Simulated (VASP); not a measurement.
# LaAgS2 (R-3m) in VASP: a series of runs

Runs on LaAgS2. Level: r2SCAN. Tasks: single point.

Everything below comes from runs of VASP 6.6.1. Logs are shortened: lines on timing, memory, paths and dates and some standing lists are left out, and cuts for length are marked.

### 1 The cell of the first run

Symmetry: R-3m, No. 166, trigonal system. Conventional cell: a = 4.217 Å, b = 4.217 Å, c = 18.039 Å, α = 90.00°, β = 90.00°, γ = 120.00°. Within 3.7 Å of Ag (site symmetry -3m) lie 6 S at 2.84 Å. Within 3.9 Å of La (site symmetry -3m) lie 6 S at 2.88 Å and 6 Ag at 3.87 Å. S (site symmetry 3m) has 3 Ag at 2.84 Å and 3 La at 2.88 Å and 6 S at 3.82 to 3.92 Å within 4.0 Å.

### 2 Single point, r2SCAN (epitaxial xy strain -1.0%)

POSCAR

```
LaAgS2
1.0
    2.1087353757      1.2174789368      6.0128604655
   -2.1087353757      1.2174789368      6.0128604655
    0.0000000000     -2.4349578736      6.0128604655
Ag La S
1 1 2
Direct
    1.0000000000      0.0000000000      0.0000000000
    0.5000000000      0.5000000000      0.5000000000
    0.2519163624      0.2519163624      0.2519163624
    0.7480836376      0.7480836376      0.7480836376
```

INCAR.step1

```
SYSTEM = LaAgS2
ALGO = Normal ; EDIFF = 1E-4
ENCUT = 520 ; GGA = PE
ISMEAR = 0 ; LASPH = .TRUE.
LCHARG = .FALSE. ; LREAL = .FALSE.
LWAVE = .TRUE. ; NBANDS = 25
NELM = 80 ; PREC = Accurate
SIGMA = 0.01
```

INCAR.step2

```
SYSTEM = LaAgS2
ALGO = Normal ; EDIFF = 1E-7
ENCUT = 520 ; ISIF = 2
ISMEAR = 0 ; ISTART = 1
LASPH = .TRUE. ; LCHARG = .FALSE.
LMIXTAU = .TRUE. ; LREAL = .FALSE.
LWAVE = .FALSE. ; METAGGA = R2SCAN
NBANDS = 25 ; NELM = 80
PREC = Accurate ; SIGMA = 0.01
```

KPOINTS

```
k-points
0
G
  8 8 8
  0 0 0
```

Potentials or basis: VASP PAW PBE potentials, release 64 (Ag, La, S).

The run is started by

```bash
cat potpaw_PBE.64/Ag/POTCAR potpaw_PBE.64/La/POTCAR potpaw_PBE.64/S/POTCAR > POTCAR
cp INCAR.step1 INCAR
mpirun -np 1 vasp_std > vasp.out
cp INCAR.step2 INCAR
mpirun -np 1 vasp_std > vasp.out
```

OUTCAR:

```text
SYSTEM = LaAgS2
   EDIFF = 1E-7
   ENCUT = 520
   ISIF = 2
   ISMEAR = 0
   ISTART = 1
   LASPH = .TRUE.
   LREAL = .FALSE.
   METAGGA = R2SCAN
   NELM = 80
   PREC = Accurate

 ion  position               nearest neighbor table
   1  0.000  0.000  0.000-   4 2.84   3 2.84   4 2.84   4 2.84   3 2.84   3 2.84
   2  0.500  0.500  0.500-   3 2.88   4 2.88   3 2.88   3 2.88   4 2.88   4 2.88
   3  0.252  0.252  0.252-   1 2.84   1 2.84   1 2.84   2 2.88   2 2.88   2 2.88
   4  0.748  0.748  0.748-   1 2.84   1 2.84   1 2.84   2 2.88   2 2.88   2 2.88

  LATTYP: Found a trigonal (rhomboedric) cell.
 ALAT       =     6.4871804988
 COS(alpha) =     0.7886694908

  Lattice vectors:

 A1 = (   2.1087353757,   1.2174789368,   6.0128604655)
 A2 = (  -2.1087353757,   1.2174789368,   6.0128604655)
 A3 = (   0.0000000000,  -2.4349578736,   6.0128604655)

Analysis of symmetry for initial positions (statically):
=====================================================================
 Subroutine PRICEL returns:
 Original cell was already a primitive cell.

 Routine SETGRP: Setting up the symmetry group for a
 trigonal (rhombohedral) supercell.

 Subroutine GETGRP returns: Found 12 space group operations
 (whereof 12 operations were pure point group operations)
 out of a pool of 12 trial point group operations.

The static configuration has the point symmetry D_3d.

Analysis of symmetry for dynamics (positions and initial velocities):
=====================================================================
 Subroutine PRICEL returns:
 Original cell was already a primitive cell.

 Routine SETGRP: Setting up the symmetry group for a
 trigonal (rhombohedral) supercell.

 Subroutine GETGRP returns: Found 12 space group operations
 (whereof 12 operations were pure point group operations)
 out of a pool of 12 trial point group operations.

The dynamic configuration has the point symmetry D_3d.

 Subroutine INISYM returns: Found 12 space group operations
 (whereof 12 operations are pure point group operations),
 and found     1 'primitive' translations

----------------------------------------------------------------------------------------

                                     Primitive cell

  volume of cell :      92.6224

  direct lattice vectors                    reciprocal lattice vectors
     2.108735376  1.217478937  6.012860466     0.237108935  0.136894908  0.055436732
    -2.108735376  1.217478937  6.012860466    -0.237108935  0.136894908  0.055436732
     0.000000000 -2.434957874  6.012860466     0.000000000 -0.273789815  0.055436732

  length of vectors
     6.487180499  6.487180499  6.487180499     0.279345833  0.279345833  0.279345833

  position of ions in fractional coordinates (direct lattice)
     0.000000000  0.000000000  0.000000000
     0.500000000  0.500000000  0.500000000
     0.251916362  0.251916362  0.251916362
     0.748083638  0.748083638  0.748083638

  ion indices of the primitive-cell ions
   primitive index   ion index
                 1           1
                 2           2
                 3           3
                 4           4

----------------------------------------------------------------------------------------

 KPOINTS: k-points

Automatic generation of k-mesh.
 Grid dimensions read from file:
 generate k-points for:    8    8    8

 Generating k-lattice:

  Cartesian coordinates                     Fractional coordinates (reciprocal lattice)
     0.029638617  0.017111863  0.006929591     0.125000000  0.000000000  0.000000000
    -0.029638617  0.017111863  0.006929591     0.000000000  0.125000000  0.000000000
     0.000000000 -0.034223727  0.006929591     0.000000000  0.000000000  0.125000000

  Length of vectors
     0.034918229  0.034918229  0.034918229

  Shift w.r.t. Gamma in fractional coordinates (k-lattice)
     0.000000000  0.000000000  0.000000000

 Subroutine IBZKPT returns following result:
 ===========================================

 Found     65 irreducible k-points:

 Following reciprocal coordinates:
            Coordinates               Weight
  0.000000  0.000000  0.000000      1.000000
  0.125000 -0.000000  0.000000      6.000000
  0.250000 -0.000000  0.000000      6.000000
  0.375000 -0.000000  0.000000      6.000000
  0.500000 -0.000000  0.000000      3.000000
  0.125000  0.125000  0.000000      6.000000
[... 16 lines left out ...]
  0.250000  0.125000  0.125000      6.000000
  0.375000  0.125000  0.125000      6.000000
 [... further k-points ...]
   k-points           NKPTS =     65   k-points in BZ     NKDIM =     65   number of bands    NBANDS=     25
   number of dos      NEDOS =    301   number of ions     NIONS =      4
   total plane-waves  NPLWV = 110592
   dimension x,y,z NGX =    48 NGY =   48 NGZ =   48
   dimension x,y,z NGXF=    96 NGYF=   96 NGZF=   96
   ions per type =               1   1   2
   NGX,Y,Z   is equivalent  to a cutoff of  12.30, 12.30, 12.30 a.u.
   NGXF,Y,Z  is equivalent  to a cutoff of  24.60, 24.60, 24.60 a.u.
 SYSTEM =  LaAgS2
   PREC   = accura    normal or accurate (medium, high low for compatibility)
   ISTART =      1    job   : 0-new  1-cont  2-samecut
   ICHARG =      0    charge: 1-file 2-atom 10-const
   ISPIN  =      1    spin polarized calculation?
   LNONCOLLINEAR =      F non collinear calculations
   LSORBIT =      F    spin-orbit coupling
   LASPH  =      T    aspherical Exc in radial PAW
   ENCUT  =  520.0 eV  38.22 Ry    6.18 a.u.  12.06 12.06 12.06*2*pi/ulx,y,z
   NELM   =     80;   NELMIN=  2; NELMDL=  0     # of ELM steps
   EDIFF  = 0.1E-06   stopping-criterion for ELM
   LREAL  =      F    real-space projection
   EDIFFG = 0.1E-05   stopping-criterion for IOM
   NSW    =      0    number of steps for IOM
   IBRION =     -1    ionic relax: 0-MD 1-quasi-New 2-CG
   NFREE  =      0    steps in history (QN), initial steepest desc. (CG)
   ISIF   =      2    stress and relaxation
   ISYM   =      2    0-nonsym 1-usesym 2-fastsym
   POTIM  = 0.5000    time-step for ionic-motion
   TEBEG  =    0.0;   TEEND  =   0.0 temperature during run
   PSTRESS=    0.0 pullay stress
   NELECT =      34.0000    total number of electrons
   NUPDOWN=      -1.0000    fix difference up-down
   EMIN   =  10.00;   EMAX   =-10.00  energy-range for DOS
   EFERMI =   0.00;   METHOD = LEGACY
   ISMEAR =     0;   SIGMA  =   0.01  broadening in eV -4-tet -1-fermi 0-gaus
   EFERMI_NEDOS =   21; number of points for ismear=-14 and -15
   IALGO  =     38    algorithm
   IMIX   =      4    mixing-type and parameters
     AMIX     =   0.40;   BMIX     =  1.00
     AMIX_MAG =   1.60;   BMIX_MAG =  1.00
  volume/ion in A,a.u.               =      23.16       156.26
  Fermi-wavevector in a.u.,A,eV,Ry     =   1.172184  2.215107 18.694617  1.374016
  Thomas-Fermi vector in A             =   2.308617
   LORBIT       =      0    0 simple, 1 ext, 2 COOP (PROOUT), +10 PAW based schemes
   METAGGA = R2SCAN    functional components
   LHFCALC =     F    Hartree Fock is set to
   AEXX    =    0.0000 exact exchange contribution
   IVDW    =     0    specifies the selected vdW correction
   LEPSILON=     F    determine dielectric tensor
   LRPA    =     F    only Hartree local field effects (RPA)
 non-spin polarized calculation
 Gauss-broadening in eV      SIGMA  =   0.01
  energy-cutoff  :      520.00
  volume of cell :       92.62
 maximum number of plane-waves:      2518
   NGX = 25   NGY = 25   NGZ = 25

 number of electron      34.0000000 magnetization

 Free energy of the ion-electron system (eV)
  ---------------------------------------------------
  ext. energy  EPLUGINS =         0.00000000
  ---------------------------------------------------
  free energy    TOTEN  =       -73.34812122 eV

  energy without entropy =      -73.34812122  energy(sigma->0) =      -73.34812122

 E-fermi :   5.7604     XC(G=0): -10.5828

 val. band max:        5.6725912749   @ k =  -0.2500   0.5000   0.2500
 cond. band min:       8.2010875477   @ k =   0.5000   0.5000   0.0000
 fundamental gap:      2.5284962728
 Fermi energy:         5.7604396717

 k-point     1 :       0.0000    0.0000    0.0000
  band No.  band energies     occupation
      1     -27.0286      2.00000
      2     -10.7482      2.00000
      3     -10.1745      2.00000
      4     -10.1745      2.00000
      5      -6.8573      2.00000
      6      -5.4515      2.00000
[... 17 lines left out ...]
     24       9.6656      0.00000
     25       9.7362      0.00000

 k-point     2 :       0.1250   -0.0000    0.0000
  band No.  band energies     occupation
      1     -27.0222      2.00000
      2     -10.7075      2.00000
      3     -10.3170      2.00000
      4     -10.1932      2.00000
      5      -6.6764      2.00000
      6      -5.5740      2.00000
[... 17 lines left out ...]
     24       9.6359      0.00000
     25       9.7085      0.00000

 k-point     3 :       0.2500   -0.0000    0.0000
  band No.  band energies     occupation
      1     -27.0068      2.00000
      2     -10.6562      2.00000
      3     -10.5631      2.00000
      4     -10.2379      2.00000
      5      -6.3537      2.00000
      6      -5.7716      2.00000
[... 17 lines left out ...]
     24       9.6089      0.00000
     25       9.7471      0.00000

 k-point     4 :       0.3750   -0.0000    0.0000
  band No.  band energies     occupation
      1     -26.9913      2.00000
      2     -10.8912      2.00000
      3     -10.4698      2.00000
      4     -10.2818      2.00000
      5      -6.3719      2.00000
      6      -5.6452      2.00000
[... 17 lines left out ...]
     24       9.6139      0.00000
     25       9.7948      0.00000
[... 477 lines left out ...]
 k-point    22 :       0.1250    0.1250    0.1250
  band No.  band energies     occupation
      1     -27.0286      2.00000
      2     -10.7552      2.00000
      3     -10.1746      2.00000
      4     -10.1746      2.00000
      5      -6.8098      2.00000
      6      -5.5006      2.00000
[... 17 lines left out ...]
     24       9.6656      0.00000
     25       9.6661      0.00000

 k-point    23 :       0.2500    0.1250    0.1250
  band No.  band energies     occupation
      1     -27.0222      2.00000
      2     -10.7173      2.00000
      3     -10.3165      2.00000
      4     -10.1934      2.00000
      5      -6.6137      2.00000
      6      -5.6299      2.00000
[... 17 lines left out ...]
     24       9.5310      0.00000
     25       9.6938      0.00000

 k-point    24 :       0.3750    0.1250    0.1250
  band No.  band energies     occupation
      1     -27.0068      2.00000
      2     -10.6556      2.00000
      3     -10.5708      2.00000
      4     -10.2380      2.00000
      5      -6.3512      2.00000
      6      -5.7485      2.00000
[... 17 lines left out ...]
     24       9.5808      0.00000
     25       9.7188      0.00000

 [... further k-points ...]

------------------------ aborting loop because EDIFF is reached ----------------------------------------

  FORCE on cell =-STRESS in cart. coord.  units (eV):
  Direction    XX          YY          ZZ          XY          YZ          ZX
  --------------------------------------------------------------------------------------
  -------------------------------------------------------------------------------------
  Total        0.5432192      0.5432192     -0.0935756      0.0000000      0.0000000      0.0000000
  in kB        9.3965794      9.3965794     -1.6186654      0.0000000      0.0000000      0.0000000
  external PRESSURE =       5.7248311 kB  Pullay stress =       0.0000000 kB

 VOLUME and BASIS-vectors are now :
 -----------------------------------------------------------------------------
  energy-cutoff  :      520.00
  volume of cell :       92.62
      direct lattice vectors                 reciprocal lattice vectors
     2.108735376  1.217478937  6.012860466     0.237108935  0.136894908  0.055436732
    -2.108735376  1.217478937  6.012860466    -0.237108935  0.136894908  0.055436732
     0.000000000 -2.434957874  6.012860466     0.000000000 -0.273789815  0.055436732

 POSITION                                       TOTAL-FORCE (eV/Angst)
 -----------------------------------------------------------------------------------
      0.00000      0.00000      0.00000        -0.000000      0.000000      0.000000
      0.00000      0.00000      9.01929         0.000000      0.000000      0.000000
      0.00000      0.00000      4.54421        -0.000000      0.000000     -0.008687
      0.00000      0.00000     13.49437        -0.000000     -0.000000      0.008687
 -----------------------------------------------------------------------------------
    total drift:                                0.000000      0.000000     -0.000000

  FREE ENERGIE OF THE ION-ELECTRON SYSTEM (eV)
  ---------------------------------------------------
  free  energy   TOTEN  =       -73.3481212240 eV

  energy  without entropy=      -73.3481212240  energy(sigma->0) =      -73.34812122
```

Run time: 19 min. Hardware: 1 thread of AMD EPYC 9R45 (Zen 5), shared host; peak memory 0.46 GiB.

What came out:

```yaml
Free_energy: -73.3481 eV
Pressure: 0.6 GPa
Largest_force: 0.009 eV/Å
Band_gap_on_the_k_mesh: 2.53 eV (least direct gap 2.61 eV)
```

Forces in eV/Å, atoms in the order of the input:
```
Ag   0.000  0.000  0.000
La   0.000  0.000  0.000
S    0.000  0.000 -0.009
S    0.000  0.000  0.009
```

Stress tensor (GPa, compression positive):
```
 0.94  0.00  0.00
 0.00  0.94  0.00
 0.00  0.00 -0.16
```

Caveat: the cell differs from its parent crystal (epitaxial xy strain -1.0%); the PAW data sets were made with another functional, which shifts forces and pressure a little; spin-orbit coupling is left out, which moves the levels of the heavy elements.

[end of part 1 of 2]
